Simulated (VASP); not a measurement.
# Si3NiMo (Pm-3m) in VASP: single point with PBE

Aim: the single point of Si3NiMo with PBE.

All numbers are computed with VASP 6.6.1; they aren't measurements. Logs are shortened: lines on timing, memory, paths and dates and some standing lists are left out, and cuts for length are marked.

### Step 1. The cell of the first run

It takes space group Pm-3m (No. 221, cubic). The conventional cell has a = 4.344 Å, b = 4.344 Å, c = 4.344 Å, α = 90.00°, β = 90.00°, γ = 90.00°. Within 2.9 Å of Si (site symmetry 4/mmm) lie 2 Ni at 2.17 Å. Ni (site symmetry m-3m) has 6 Si at 2.17 Å within 2.9 Å. Within 4.0 Å of Mo (site symmetry m-3m) lie 12 Si at 3.07 Å and 8 Ni at 3.76 Å.

### Step 2. Single point, PBE, collinear spin, ferromagnetic start

INCAR

```
PREC = Accurate ; ENCUT = 520
EDIFF = 1E-6 ; ISMEAR = 0
SIGMA = 0.1 ; LREAL = F
LASPH = T ; NELM = 150
ALGO = Normal ; ISIF = 2
LWAVE = F ; LCHARG = T
ISPIN = 2 ; MAGMOM = 0 0 0 2 0
LORBIT = 11 ; LMAXMIX = 4
GGA = PE ; LELF = T
LVHAR = T ; NBANDS = 30
```

KPOINTS

```
regular mesh
0
Gamma
  4 4 4
```

POSCAR

```
Si3NiMo
1.0
    4.3438583044      0.0000000000      0.0000000000
    0.0000000000      4.3438583044      0.0000000000
    0.0000000000      0.0000000000      4.3438583044
Si Ni Mo
3 1 1
Direct
    0.0000000000      0.5000000000      0.5000000000
    0.5000000000      0.0000000000      0.5000000000
    0.5000000000      0.5000000000      0.0000000000
    0.5000000000      0.5000000000      0.5000000000
    0.0000000000      0.0000000000      0.0000000000
```

Potentials or basis: VASP PAW PBE potentials, release 64 (Si, Ni, Mo_sv).

Started as:

```console
cat potpaw_PBE.64/Si/POTCAR potpaw_PBE.64/Ni/POTCAR potpaw_PBE.64/Mo_sv/POTCAR > POTCAR
mpirun -np 1 vasp_std > vasp.out
```

OUTCAR:

```text
PREC = Accurate
   ENCUT = 520
   EDIFF = 1E-6
   ISMEAR = 0
   LREAL = F
   LASPH = T
   NELM = 150
   ISIF = 2
   ISPIN = 2
   LORBIT = 11
   GGA = PE

 ion  position               nearest neighbor table
   1  0.000  0.500  0.500-   4 2.17   4 2.17   2 3.07   5 3.07   3 3.07   5 3.07   2 3.07   5 3.07
                             5 3.07   2 3.07   3 3.07   3 3.07   3 3.07   2 3.07
   2  0.500  0.000  0.500-   4 2.17   4 2.17   1 3.07   5 3.07   3 3.07   5 3.07   1 3.07   3 3.07
                             3 3.07   3 3.07   1 3.07   5 3.07   5 3.07   1 3.07
   3  0.500  0.500  0.000-   4 2.17   4 2.17   1 3.07   5 3.07   1 3.07   2 3.07   2 3.07   2 3.07
                             5 3.07   2 3.07   1 3.07   5 3.07   1 3.07   5 3.07
   4  0.500  0.500  0.500-   1 2.17   2 2.17   3 2.17   3 2.17   2 2.17   1 2.17
   5  0.000  0.000  0.000-   1 3.07   2 3.07   3 3.07   1 3.07   2 3.07   1 3.07   3 3.07   1 3.07
                             2 3.07   3 3.07   2 3.07   3 3.07

  LATTYP: Found a simple cubic cell.
 ALAT       =     4.3438583044

  Lattice vectors:

 A1 = (   4.3438583044,   0.0000000000,   0.0000000000)
 A2 = (   0.0000000000,   4.3438583044,   0.0000000000)
 A3 = (   0.0000000000,   0.0000000000,   4.3438583044)

Analysis of symmetry for initial positions (statically):
=====================================================================
 Subroutine PRICEL returns:
 Original cell was already a primitive cell.

 Routine SETGRP: Setting up the symmetry group for a
 simple cubic supercell.

 Subroutine GETGRP returns: Found 48 space group operations
 (whereof 48 operations were pure point group operations)
 out of a pool of 48 trial point group operations.

The static configuration has the point symmetry O_h .

Analysis of symmetry for dynamics (positions and initial velocities):
=====================================================================
 Subroutine PRICEL returns:
 Original cell was already a primitive cell.

 Routine SETGRP: Setting up the symmetry group for a
 simple cubic supercell.

 Subroutine GETGRP returns: Found 48 space group operations
 (whereof 48 operations were pure point group operations)
 out of a pool of 48 trial point group operations.

The dynamic configuration has the point symmetry O_h .

Analysis of structural, dynamic, and magnetic symmetry:
=====================================================================
 Subroutine PRICEL returns:
 Original cell was already a primitive cell.

 Routine SETGRP: Setting up the symmetry group for a
 simple cubic supercell.

 Subroutine GETGRP returns: Found 48 space group operations
[... 128 lines left out ...]
  volume of cell :       81.96
 maximum number of plane-waves:      2272
   NGX = 17   NGY = 17   NGZ = 17

 number of electron      36.0000015 magnetization      -0.0760704

 number of electron      36.0000015 magnetization       0.0008840

 Free energy of the ion-electron system (eV)
  ---------------------------------------------------
  ext. energy  EPLUGINS =         0.00000000
  ---------------------------------------------------
  free energy    TOTEN  =       -28.31182968 eV

  energy without entropy =      -28.26366984  energy(sigma->0) =      -28.28774976

 E-fermi :   8.6525     XC(G=0): -11.1469

 val. band max:        8.6396441434   @ k =   0.5000   0.5000   0.0000
 cond. band min:       8.6904960375   @ k =   0.5000   0.5000   0.2500
 fundamental gap:      0.0508518941
 Fermi energy:         8.6524508228

 spin component 1

 k-point     1 :       0.0000    0.0000    0.0000
  band No.  band energies     occupation
      1     -52.2496      1.00000
      2     -26.3237      1.00000
      3     -26.3237      1.00000
      4     -26.3237      1.00000
      5      -3.3669      1.00000
      6       1.6978      1.00000
[... 319 lines left out ...]
     29      16.9921      0.00000
     30      16.9921      0.00000
 Fermi energy:         8.6524508228

 spin component 2

 k-point     1 :       0.0000    0.0000    0.0000
  band No.  band energies     occupation
      1     -52.2493      1.00000
      2     -26.3233      1.00000
      3     -26.3233      1.00000
      4     -26.3233      1.00000
      5      -3.3668      1.00000
      6       1.6979      1.00000
[... 319 lines left out ...]
     29      16.9922      0.00000
     30      16.9922      0.00000

------------------------ aborting loop because EDIFF is reached ----------------------------------------

  FORCE on cell =-STRESS in cart. coord.  units (eV):
  Direction    XX          YY          ZZ          XY          YZ          ZX
  --------------------------------------------------------------------------------------
  -------------------------------------------------------------------------------------
  Total       -1.7611078     -1.7611078     -1.7611078     -0.0000000     -0.0000000      0.0000000
  in kB      -34.4246540    -34.4246540    -34.4246540     -0.0000000     -0.0000000      0.0000000
  external PRESSURE =     -34.4246540 kB  Pullay stress =       0.0000000 kB

 VOLUME and BASIS-vectors are now :
 -----------------------------------------------------------------------------
  energy-cutoff  :      520.00
  volume of cell :       81.96
      direct lattice vectors                 reciprocal lattice vectors
     4.343858304  0.000000000  0.000000000     0.230210087  0.000000000  0.000000000
     0.000000000  4.343858304  0.000000000     0.000000000  0.230210087  0.000000000
     0.000000000  0.000000000  4.343858304     0.000000000  0.000000000  0.230210087

 POSITION                                       TOTAL-FORCE (eV/Angst)
 -----------------------------------------------------------------------------------
      0.00000      2.17193      2.17193         0.000000      0.000000      0.000000
      2.17193      0.00000      2.17193         0.000000      0.000000      0.000000
      2.17193      2.17193      0.00000         0.000000      0.000000      0.000000
      2.17193      2.17193      2.17193         0.000000      0.000000      0.000000
      0.00000      0.00000      0.00000         0.000000      0.000000      0.000000
 -----------------------------------------------------------------------------------
    total drift:                                0.000000      0.000000     -0.000000

  FREE ENERGIE OF THE ION-ELECTRON SYSTEM (eV)
  ---------------------------------------------------
  free  energy   TOTEN  =       -28.3118296754 eV

  energy  without entropy=      -28.2636698419  energy(sigma->0) =      -28.28774976

 total charge

# of ion       s       p       d       tot
------------------------------------------
    1        0.812   0.746   0.000   1.558
    2        0.812   0.746   0.000   1.558
    3        0.812   0.746   0.000   1.558
    4        0.653   0.782   8.624  10.058
    5        2.244   6.018   3.875  12.137
--------------------------------------------------
tot          5.333   9.037  12.498  26.869

 magnetization (x)

# of ion       s       p       d       tot
------------------------------------------
    1        0.000   0.000   0.000   0.000
    2        0.000   0.000   0.000   0.000
    3        0.000   0.000   0.000   0.000
    4        0.000   0.000  -0.000   0.000
    5        0.000   0.000   0.001   0.001
--------------------------------------------------
tot          0.000   0.000   0.001   0.001
```

Run time: 25 s. Hardware: 1 thread of Intel Xeon 6975P-C (Granite Rapids), shared host; peak memory 0.22 GiB.

Results:

```
Free energy                                           : -28.3118 eV
Pressure                                              : -3.4 GPa
Band gap on the k mesh                                : zero (filled and empty bands overlap)
Net moment                                            : 0.00 μB per cell
Valence electrons inside the program's atomic spheres : Si 1.56; Ni 10.06; Mo 12.14
```

Caveat: the k points lie up to 0.36 Å⁻¹ apart; the starting moments collapsed, and a magnetic state may lie lower.
